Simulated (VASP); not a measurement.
# TiO2 (I4/m) in VASP: notebook, part 2 of 2

VASP 6.6.1. The steps go on from the part before.

### Step 3. Single point, r2SCAN

This run uses another cell than the first one, of 11.91 Å³/atom.

POSCAR reads:

```
TiO2
1.0
   -4.3507577183      4.3507577183      1.8875555959
    4.3507577183     -4.3507577183      1.8875555959
    4.3507577183      4.3507577183     -1.8875555959
Ti O
4 8
Direct
    0.2922817050      0.9971447550      0.2894264600
    0.0028552450      0.2922817050      0.2951369500
    0.9971447550      0.7077182950      0.7048630500
    0.7077182950      0.0028552450      0.7105735400
    0.4988638250      0.8492152850      0.3480791100
    0.1616620200      0.1596026000      0.3212646200
    0.1507847150      0.4988638250      0.6496485400
    0.1596026000      0.8383379800      0.9979405800
    0.8403974000      0.1616620200      0.0020594200
    0.8492152850      0.5011361750      0.3503514600
    0.8383379800      0.8403974000      0.6787353800
    0.5011361750      0.1507847150      0.6519208900
```

INCAR.step1 reads:

```
  PREC = Accurate
  ENCUT = 520
  ISMEAR = -1
  SIGMA = 0.05
  LREAL = False
  LASPH = True
  NELM = 100
  NBANDS = 60
  GGA = PE
  ALGO = Normal
  EDIFF = 1E-4
  LWAVE = True
  LCHARG = False
  KPAR = 4
```

INCAR.step2 reads:

```
  PREC = Accurate
  ENCUT = 520
  EDIFF = 1E-6
  ISMEAR = -1
  SIGMA = 0.05
  LREAL = False
  LASPH = True
  NELM = 100
  ALGO = Normal
  ISIF = 2
  LWAVE = False
  LCHARG = True
  METAGGA = R2SCAN
  LMIXTAU = True
  LVHAR = True
  NBANDS = 60
  ISTART = 1
  KPAR = 4
```

KPOINTS reads:

```
Automatic mesh
0
Gamma
  8 8 8
```

Potentials or basis: VASP PAW PBE potentials, release 64 (Ti_sv, O).

Command:

```sh
$ cat potpaw_PBE.64/Ti_sv/POTCAR potpaw_PBE.64/O/POTCAR > POTCAR
$ cp INCAR.step1 INCAR
$ mpirun -np 4 vasp_std > vasp.out
$ cp INCAR.step2 INCAR
$ mpirun -np 4 vasp_std > vasp.out
```

OUTCAR:

```text
PREC = Accurate
   ENCUT = 520
   EDIFF = 1E-6
   ISMEAR = -1
   LREAL = False
   LASPH = True
   NELM = 100
   ISIF = 2
   METAGGA = R2SCAN
   ISTART = 1

 ion  position               nearest neighbor table
   1  0.292  0.997  0.289-   8 1.80   6 1.81  10 1.95  10 1.95   5 2.21  12 2.26
   2  0.003  0.292  0.295-   6 1.80   9 1.81   5 1.95   5 1.95   7 2.21  10 2.26
   3  0.997  0.708  0.705-  11 1.80   8 1.81  12 1.95  12 1.95  10 2.21   7 2.26
   4  0.708  0.003  0.711-   9 1.80  11 1.81   7 1.95   7 1.95  12 2.21   5 2.26
   5  0.499  0.849  0.348-   2 1.95   2 1.95   1 2.21   4 2.26
   6  0.162  0.160  0.321-   2 1.80   1 1.81
   7  0.151  0.499  0.650-   4 1.95   4 1.95   2 2.21   3 2.26
   8  0.160  0.838  0.998-   1 1.80   3 1.81
   9  0.840  0.162  0.002-   4 1.80   2 1.81
  10  0.849  0.501  0.350-   1 1.95   1 1.95   3 2.21   2 2.26
  11  0.838  0.840  0.679-   3 1.80   4 1.81
  12  0.501  0.151  0.652-   3 1.95   3 1.95   4 2.21   1 2.26

  LATTYP: Found a body centered tetragonal cell.
 ALAT       =     8.7015154366
 C/A-ratio  =     0.4338452560

  Lattice vectors:

 A1 = (  -4.3507577183,   4.3507577183,   1.8875555959)
[... 204 lines left out ...]
  band No.  band energies     occupation
      1     -55.8672      2.00000
      2     -55.8475      2.00000
      3     -55.8475      2.00000
      4     -55.8308      2.00000
      5     -31.2459      2.00000
      6     -31.2280      2.00000
[... 1501 lines left out ...]
     59       7.5601      0.00000
     60       7.7641      0.00000

 [... further k-points ...]
[... 5 lines left out ...]
  --------------------------------------------------------------------------------------
  -------------------------------------------------------------------------------------
  Total       -0.4611380     -0.4611380      0.3625121     -0.0000142      0.0000000      0.0000000
  in kB       -5.1695404     -5.1695404      4.0639050     -0.0001595      0.0000000      0.0000000
  external PRESSURE =      -2.0917253 kB  Pullay stress =       0.0000000 kB

 VOLUME and BASIS-vectors are now :
 -----------------------------------------------------------------------------
  energy-cutoff  :      520.00
  volume of cell :      142.92
      direct lattice vectors                 reciprocal lattice vectors
    -4.350757718  4.350757718  1.887555596     0.000000000  0.114922511  0.264892860
     4.350757718 -4.350757718  1.887555596     0.114922511  0.000000000  0.264892860
     4.350757718  4.350757718 -1.887555596     0.114922511  0.114922511  0.000000000

 POSITION                                       TOTAL-FORCE (eV/Angst)
 -----------------------------------------------------------------------------------
      4.32591     -1.80746      1.88756        -0.015929     -0.169044      0.000000
      2.54329      0.02484      0.00000        -0.169044      0.015929      0.000000
      1.80746      4.32591      1.88756         0.169044     -0.015929      0.000000
      0.02484      6.15822      0.00000         0.015929      0.169044      0.000000
      3.03870     -0.00989      1.88756         0.008506      0.016868     -0.000000
      1.38878      1.40670     -0.00000         0.011907     -0.041866     -0.000000
      4.34087      1.31206      0.00000         0.016868     -0.008506     -0.000000
      7.29481      1.38878      0.00000         0.041866      0.011907     -0.000000
     -2.94405      2.96197      1.88756        -0.041866     -0.011907      0.000000
      0.00989      3.03870      1.88756        -0.016868      0.008506      0.000000
      2.96197      2.94405      1.88756        -0.011907      0.041866      0.000000
      1.31206      4.36064      0.00000        -0.008506     -0.016868      0.000000
 -----------------------------------------------------------------------------------
    total drift:                               -0.000000     -0.000000      0.000000

  FREE ENERGIE OF THE ION-ELECTRON SYSTEM (eV)
  ---------------------------------------------------
  free  energy   TOTEN  =      -139.1412622365 eV

  energy  without entropy=     -139.1412622364  energy(sigma->0) =     -139.14126224
```

OUTCAR.step1:

```text
PREC = Accurate
   ENCUT = 520
   ISMEAR = -1
   LREAL = False
   LASPH = True
   NELM = 100
[... 1771 lines left out ...]
      0.00989      3.03870      1.88756        -0.011656     -0.087046      0.000000
      2.96197      2.94405      1.88756        -0.010012      0.044583     -0.000000
      1.31206      4.36064      0.00000         0.087046     -0.011656     -0.000000
 -----------------------------------------------------------------------------------
    total drift:                               -0.000000     -0.000000      0.000000

  FREE ENERGIE OF THE ION-ELECTRON SYSTEM (eV)
  ---------------------------------------------------
  free  energy   TOTEN  =      -107.2911182979 eV

  energy  without entropy=     -107.2911182953  energy(sigma->0) =     -107.29111830
```

Wall time 31 min (4 MPI ranks of Oxide Virtual Turin-like, shared host); peak memory 0.68 GiB.

What came out:

```
Free energy            : -139.1413 eV
Pressure               : -0.2 GPa
Largest force          : 0.170 eV/Å
Band gap on the k mesh : 2.02 eV (least direct gap 2.73 eV)
```

Forces in eV/Å, atoms in the order of the input:
```
Ti  -0.016 -0.169  0.000
Ti  -0.169  0.016  0.000
Ti   0.169 -0.016  0.000
Ti   0.016  0.169  0.000
O    0.009  0.017  0.000
O    0.012 -0.042  0.000
O    0.017 -0.009  0.000
O    0.042  0.012  0.000
O   -0.042 -0.012  0.000
O   -0.017  0.009  0.000
O   -0.012  0.042  0.000
O   -0.009 -0.017  0.000
```

Stress tensor (GPa, compression positive):
```
-0.52  0.00  0.00
 0.00 -0.52  0.00
 0.00  0.00  0.41
```

Caveat: the PAW data sets were made with another functional, which shifts forces and pressure a little. A k mesh can miss the band edges.
